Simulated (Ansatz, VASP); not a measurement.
## One calculation of AgC2, two programs

```
Ag C
1.0
     2.74550    0.00000    0.00000
     0.00000    2.74550    0.00000
     0.00000    0.00000    8.46186
Ag C
2 4
Direct
  0.00000 0.50000 0.64447
  0.50000 0.00000 0.35553
  0.50000 0.00000 0.80164
  0.00000 0.50000 0.19836
  0.00000 0.50000 0.03681
  0.50000 0.00000 0.96319
```

Change from the starting cell: species swapped into the Ta2Se type (P4/nmm, No. 129).

Alike in both runs: functional PBE; k mesh 5 × 5 × 2; occupations gaussian, width 0.2 eV; no spin polarisation.

Ansatz relaxed the structure, and its values are those at the end. VASP's run is a single point on that final structure, the one shown.

```csv
,VASP,Ansatz
version,VASP 6.6.1,Ansatz 0.2.0
potentials or method,"VASP PAW PBE potentials, release 64 (Ag, C), cutoff 600 eV","scalar-relativistic, plane waves, PAW"
valence electrons in the cell,38,54
```

|  | VASP | Ansatz | Ansatz less VASP |
| --- | --- | --- | --- |
| gap on the k mesh at the Fermi level (eV) | none | none | - |
| pressure (GPa) | -0.6 | -0.6 | +0.08 |
| rms of the force components (eV/Å) | 0.031 | 0.010 | -0.0208 |

A gap of «none» marks a metal or a gap that the smearing closes. VASP's potentials hold 38 valence electrons a cell and Ansatz's 54, so a difference there can come from the potentials and not from the codes.

The k mesh is coarse, so the values compare programs but aren't converged.
